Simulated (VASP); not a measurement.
The system is H6CNF.

```
H C N F
1.0
     2.24327    1.29516    4.55075
    -2.24327    1.29516    4.55075
     0.00000   -2.59031    4.55075
H C N F
6 1 1 1
Direct
  0.77147 0.38577 0.77147
  0.38577 0.77147 0.77147
  0.34847 0.34847 0.74560
  0.78905 0.76676 0.37290
  0.74560 0.34847 0.34847
  0.34847 0.74560 0.34847
  0.50848 0.50848 0.50848
  0.61717 0.61717 0.61717
  0.00163 0.00163 0.00163
```

| Item | Value |
| --- | --- |
| Program | VASP 6.6.1 |
| Task | relaxation of the atoms |
| Functional | PBEsol |
| Potentials or basis | VASP PAW PBE potentials, release 64 (H, C, N, F) |
| Cutoff | 520 eV |
| k mesh | 4 × 4 × 4 |
| Occupations | gaussian, width 0.01 eV |
| Spin | no spin polarisation |

At the start: pressure -1.6 GPa; volume 8.81 Å³/atom.

Q: How do energy, volume and symmetry change on relaxing?

A: Over 20 steps the energy falls by 3.2 meV/atom at a fixed cell; space group P1 (No. 1, to 0.1 Å) before, R3m (No. 160, to 0.1 Å).

Step by step:
```tsv
step	energy change (eV)	largest force (eV/Å)	pressure (GPa)
1	0.0000	1.1050	-1.57
2	0.0585	3.1119	-1.56
3	-0.0200	0.3013	-1.68
4	-0.0251	0.2428	-1.42
5	-0.0252	0.2208	-1.44
6	-0.0270	0.2471	-1.30
7	-0.0276	0.1096	-1.35
8	-0.0279	0.1209	-1.40
9	-0.0281	0.0454	-1.39
10	-0.0283	0.0375	-1.44
11	-0.0283	0.0639	-1.48
12	-0.0284	0.0344	-1.52
13	-0.0284	0.0379	-1.56
14	-0.0285	0.0311	-1.54
15	-0.0287	0.0510	-1.48
16	-0.0287	0.0243	-1.44
17	-0.0287	0.0245	-1.44
18	-0.0288	0.0148	-1.45
19	-0.0288	0.0189	-1.46
20	-0.0288	0.0090	-1.47
```

Final structure:
```cif
data_structure
_symmetry_space_group_name_H-M 'P 1'
_symmetry_Int_Tables_number 1
_cell_length_a 5.2363
_cell_length_b 5.2363
_cell_length_c 5.2363
_cell_angle_alpha 50.733
_cell_angle_beta 50.733
_cell_angle_gamma 50.733
_cell_volume 79.33
loop_
_atom_site_label
_atom_site_type_symbol
_atom_site_fract_x
_atom_site_fract_y
_atom_site_fract_z
_atom_site_occupancy
H1 H 0.77525 0.38273 0.77057 1
H2 H 0.38686 0.77223 0.77016 1
H3 H 0.34842 0.34824 0.74655 1
H4 H 0.77577 0.77119 0.38129 1
H5 H 0.74645 0.34701 0.34735 1
H6 H 0.34874 0.74649 0.34738 1
C1 C 0.50983 0.50852 0.50805 1
N1 N 0.61994 0.61630 0.61499 1
F1 F 0.00486 0.00112 0.99934 1
```

Caveat: the k points lie up to 0.42 Å⁻¹ apart; the PAW data sets were made with another functional, which shifts forces and pressure a little.
